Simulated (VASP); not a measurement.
# K (Pm-3m) in VASP: a series of runs

K is run at these levels: PBEsol; tasks: relaxation of cell and atoms, single point.

All numbers are computed with VASP 6.6.1; they aren't measurements. Logs are shortened: lines on timing, memory, paths and dates and some standing lists are left out, and cuts for length are marked.

### Step 1. The cell of the first run

The structure is cubic, space group Pm-3m (No. 221). The conventional cell has a = 4.255 Å, b = 4.255 Å, c = 4.255 Å, α = 90.00°, β = 90.00°, γ = 90.00°. K (site symmetry m-3m) has 6 K at 4.25 Å within 5.6 Å.

### Step 2. Relaxation of cell and atoms, PBEsol

Contents of INCAR:

```
ALGO = Normal ; EDIFF = 1E-7
EDIFFG = -0.005 ; ENCUT = 600
GGA = PS ; IBRION = 2
ISIF = 3 ; ISMEAR = -1
LASPH = T ; LCHARG = F
LREAL = F ; LWAVE = F
NELM = 80 ; NSW = 60
PREC = Accurate ; SIGMA = 0.1
```

Contents of KPOINTS:

```
k-points
0
Gamma
  9 9 9
```

Contents of POSCAR:

```
K
1.0
    4.2548519443      0.0000000000      0.0000000000
    0.0000000000      4.2548519443      0.0000000000
    0.0000000000      0.0000000000      4.2548519443
K
1
Direct
    0.0000000000      0.0000000000      0.0000000000
```

Potentials or basis: VASP PAW PBE potentials, release 64 (K_sv).

The run is started by

```console
> cat potpaw_PBE.64/K_sv/POTCAR > POTCAR
> mpirun -np 1 vasp_std > vasp.out
```

OUTCAR:

```text
EDIFF = 1E-7
   EDIFFG = -0.005
   ENCUT = 600
   GGA = PS
   IBRION = 2
   ISIF = 3
   ISMEAR = -1
   LASPH = T
   LREAL = F
   NELM = 80
   NSW = 60
   PREC = Accurate

 ion  position               nearest neighbor table
   1  0.000  0.000  0.000-

  LATTYP: Found a simple cubic cell.
 ALAT       =     4.2548519443

  Lattice vectors:

 A1 = (   4.2548519443,   0.0000000000,   0.0000000000)
 A2 = (   0.0000000000,   4.2548519443,   0.0000000000)
 A3 = (   0.0000000000,   0.0000000000,   4.2548519443)

Analysis of symmetry for initial positions (statically):
=====================================================================
 Subroutine PRICEL returns:
 Original cell was already a primitive cell.

 Routine SETGRP: Setting up the symmetry group for a
 simple cubic supercell.

 Subroutine GETGRP returns: Found 48 space group operations
 (whereof 48 operations were pure point group operations)
 out of a pool of 48 trial point group operations.

The static configuration has the point symmetry O_h .

Analysis of symmetry for dynamics (positions and initial velocities):
=====================================================================
 Subroutine PRICEL returns:
 Original cell was already a primitive cell.

 Routine SETGRP: Setting up the symmetry group for a
 simple cubic supercell.

 Subroutine GETGRP returns: Found 48 space group operations
 (whereof 48 operations were pure point group operations)
 out of a pool of 48 trial point group operations.

The dynamic configuration has the point symmetry O_h .

 Subroutine INISYM returns: Found 48 space group operations
 (whereof 48 operations are pure point group operations),
 and found     1 'primitive' translations

----------------------------------------------------------------------------------------

                                     Primitive cell

  volume of cell :      77.0288

  direct lattice vectors                    reciprocal lattice vectors
     4.254851944  0.000000000  0.000000000     0.235025804  0.000000000  0.000000000
     0.000000000  4.254851944  0.000000000     0.000000000  0.235025804  0.000000000
     0.000000000  0.000000000  4.254851944     0.000000000  0.000000000  0.235025804

  length of vectors
     4.254851944  4.254851944  4.254851944     0.235025804  0.235025804  0.235025804

  position of ions in fractional coordinates (direct lattice)
     0.000000000  0.000000000  0.000000000

  ion indices of the primitive-cell ions
   primitive index   ion index
                 1           1

----------------------------------------------------------------------------------------

 KPOINTS: k-points

Automatic generation of k-mesh.
 Grid dimensions read from file:
 generate k-points for:    9    9    9

 Generating k-lattice:

  Cartesian coordinates                     Fractional coordinates (reciprocal lattice)
     0.026113978  0.000000000  0.000000000     0.111111111  0.000000000  0.000000000
     0.000000000  0.026113978  0.000000000     0.000000000  0.111111111  0.000000000
     0.000000000  0.000000000  0.026113978     0.000000000  0.000000000  0.111111111

  Length of vectors
     0.026113978  0.026113978  0.026113978

  Shift w.r.t. Gamma in fractional coordinates (k-lattice)
     0.000000000  0.000000000  0.000000000

 Subroutine IBZKPT returns following result:
 ===========================================

 Found     35 irreducible k-points:

 Following reciprocal coordinates:
            Coordinates               Weight
  0.000000  0.000000  0.000000      1.000000
  0.111111  0.000000  0.000000      6.000000
  0.222222  0.000000  0.000000      6.000000
  0.333333  0.000000  0.000000      6.000000
  0.444444  0.000000  0.000000      6.000000
  0.111111  0.111111  0.000000     12.000000
[... 16 lines left out ...]
  0.333333  0.333333  0.111111     24.000000
  0.444444  0.333333  0.111111     48.000000
 [... further k-points ...]
   k-points           NKPTS =     35   k-points in BZ     NKDIM =     35   number of bands    NBANDS=      8
   number of dos      NEDOS =    301   number of ions     NIONS =      1
   total plane-waves  NPLWV =  46656
   dimension x,y,z NGX =    36 NGY =   36 NGZ =   36
   dimension x,y,z NGXF=    72 NGYF=   72 NGZF=   72
   ions per type =               1
   NGX,Y,Z   is equivalent  to a cutoff of  14.07, 14.07, 14.07 a.u.
   NGXF,Y,Z  is equivalent  to a cutoff of  28.13, 28.13, 28.13 a.u.
 SYSTEM =  unknown system
   PREC   = accura    normal or accurate (medium, high low for compatibility)
   ISTART =      0    job   : 0-new  1-cont  2-samecut
   ICHARG =      2    charge: 1-file 2-atom 10-const
   ISPIN  =      1    spin polarized calculation?
   LNONCOLLINEAR =      F non collinear calculations
   LSORBIT =      F    spin-orbit coupling
   LASPH  =      T    aspherical Exc in radial PAW
   ENCUT  =  600.0 eV  44.10 Ry    6.64 a.u.   8.50  8.50  8.50*2*pi/ulx,y,z
   NELM   =     80;   NELMIN=  2; NELMDL= -5     # of ELM steps
   EDIFF  = 0.1E-06   stopping-criterion for ELM
   LREAL  =      F    real-space projection
   EDIFFG = -.5E-02   stopping-criterion for IOM
   NSW    =     60    number of steps for IOM
   IBRION =      2    ionic relax: 0-MD 1-quasi-New 2-CG
   NFREE  =      1    steps in history (QN), initial steepest desc. (CG)
   ISIF   =      3    stress and relaxation
   ISYM   =      2    0-nonsym 1-usesym 2-fastsym
   POTIM  = 0.5000    time-step for ionic-motion
   TEBEG  =    0.0;   TEEND  =   0.0 temperature during run
   PSTRESS=    0.0 pullay stress
   NELECT =       9.0000    total number of electrons
   NUPDOWN=      -1.0000    fix difference up-down
   EMIN   =  10.00;   EMAX   =-10.00  energy-range for DOS
   EFERMI =   0.00;   METHOD = LEGACY
   ISMEAR =    -1;   SIGMA  =   0.10  broadening in eV -4-tet -1-fermi 0-gaus
   EFERMI_NEDOS =   21; number of points for ismear=-14 and -15
   IALGO  =     38    algorithm
   IMIX   =      4    mixing-type and parameters
     AMIX     =   0.40;   BMIX     =  1.00
     AMIX_MAG =   1.60;   BMIX_MAG =  1.00
  volume/ion in A,a.u.               =      77.03       519.82
  Fermi-wavevector in a.u.,A,eV,Ry     =   0.800334  1.512412  8.714999  0.640534
  Thomas-Fermi vector in A             =   1.907610
   LORBIT       =      0    0 simple, 1 ext, 2 COOP (PROOUT), +10 PAW based schemes
   GGA     = PS    functional components
   LHFCALC =     F    Hartree Fock is set to
   AEXX    =    0.0000 exact exchange contribution
   IVDW    =     0    specifies the selected vdW correction
   LEPSILON=     F    determine dielectric tensor
   LRPA    =     F    only Hartree local field effects (RPA)
 conjugate gradient relaxation of ions
 non-spin polarized calculation
  energy-cutoff  :      600.00
  volume of cell :       77.03
 maximum number of plane-waves:      2601
 NGX is ok and might be reduce to    36
   NGX = 17   NGY = 17   NGZ = 17

--------------------------------------- Ionic step        1  -------------------------------------------

 number of electron       8.9999999 magnetization

 Free energy of the ion-electron system (eV)
  ---------------------------------------------------
  ext. energy  EPLUGINS =         0.00000000
  ---------------------------------------------------
  free energy    TOTEN  =        -1.03751055 eV

  energy without entropy =       -1.01022165  energy(sigma->0) =       -1.02386610

------------------------ aborting loop because EDIFF is reached ----------------------------------------

  FORCE on cell =-STRESS in cart. coord.  units (eV):
  Direction    XX          YY          ZZ          XY          YZ          ZX
  --------------------------------------------------------------------------------------
  -------------------------------------------------------------------------------------
  Total       -0.0131064     -0.0131064     -0.0131064      0.0000000      0.0000000      0.0000000
  in kB       -0.2726087     -0.2726087     -0.2726087      0.0000000      0.0000000      0.0000000
  external PRESSURE =      -0.2726087 kB  Pullay stress =       0.0000000 kB
[... 55 lines left out ...]
  energy  without entropy=       -1.0102625758  energy(sigma->0) =       -1.02389801

--------------------------------------- Ionic step        3  -------------------------------------------

 number of electron       8.9999999 magnetization

 Free energy of the ion-electron system (eV)
  ---------------------------------------------------
  ext. energy  EPLUGINS =         0.00000000
  ---------------------------------------------------
  free energy    TOTEN  =        -1.03757221 eV

  energy without entropy =       -1.01035476  energy(sigma->0) =       -1.02396349

 E-fermi :  -0.2322     XC(G=0):  -5.5955

 val. band max:       -0.2782309762   @ k =   0.3333   0.3333   0.1111
 cond. band min:      -0.1765121849   @ k =   0.4444   0.2222   0.0000
 fundamental gap:      0.1017187913
 Fermi energy:        -0.2322425424

 k-point     1 :       0.0000    0.0000    0.0000
  band No.  band energies     occupation
      1     -32.4069      2.00000
      2     -15.9041      2.00000
      3     -15.9041      2.00000
      4     -15.9041      2.00000
      5      -2.3345      2.00000
      6       2.6705      0.00000
      7       2.6705      0.00000
      8       6.0409      0.00000
[... 243 lines left out ...]
 k-point    24 :       0.4444    0.3333    0.1111
  band No.  band energies     occupation
      1     -32.3975      2.00000
      2     -15.9891      2.00000
      3     -15.9659      2.00000
      4     -15.9008      2.00000
      5       0.3518      0.00580
      6       1.1985      0.00000
      7       2.5235      0.00000
      8       3.2077      0.00000

 [... further k-points ...]

------------------------ aborting loop because EDIFF is reached ----------------------------------------

  FORCE on cell =-STRESS in cart. coord.  units (eV):
  Direction    XX          YY          ZZ          XY          YZ          ZX
  --------------------------------------------------------------------------------------
  -------------------------------------------------------------------------------------
  Total       -0.0028674     -0.0028674     -0.0028674     -0.0000000     -0.0000000      0.0000000
  in kB       -0.0600967     -0.0600967     -0.0600967     -0.0000000     -0.0000000      0.0000000
  external PRESSURE =      -0.0600967 kB  Pullay stress =       0.0000000 kB
[... 16 lines left out ...]
  FREE ENERGIE OF THE ION-ELECTRON SYSTEM (eV)
  ---------------------------------------------------
  free  energy   TOTEN  =        -1.0375722108 eV

  energy  without entropy=       -1.0103547607  energy(sigma->0) =       -1.02396349

 reached required accuracy - stopping structural energy minimisation
```

Run time: 19 s. Hardware: 1 thread of Intel Xeon 6975P-C (Granite Rapids), shared host; peak memory 0.21 GiB.

What came out:

- Free energy: -1.0376 eV
- Relaxed volume: 76.45 Å³/atom
- Relaxed cell: a = 4.244 Å, b = 4.244 Å, c = 4.244 Å, α = 90.00°, β = 90.00°, γ = 90.00°
- Space group after relaxing (to 0.05 Å): Pm-3m (No. 221)
- Energy gained by relaxing: 0.1 meV/atom
- Ionic steps: 3
- Pressure after relaxing: 0.0 GPa

Final structure:
```
CELL_PARAMETERS angstrom
4.24409 0.00000 0.00000
0.00000 4.24409 0.00000
0.00000 0.00000 4.24409
ATOMIC_POSITIONS crystal
K 0.00000 0.00000 0.00000
```

Caveat: the PAW data sets were made with another functional, which shifts forces and pressure a little.

[end of part 1 of 2]
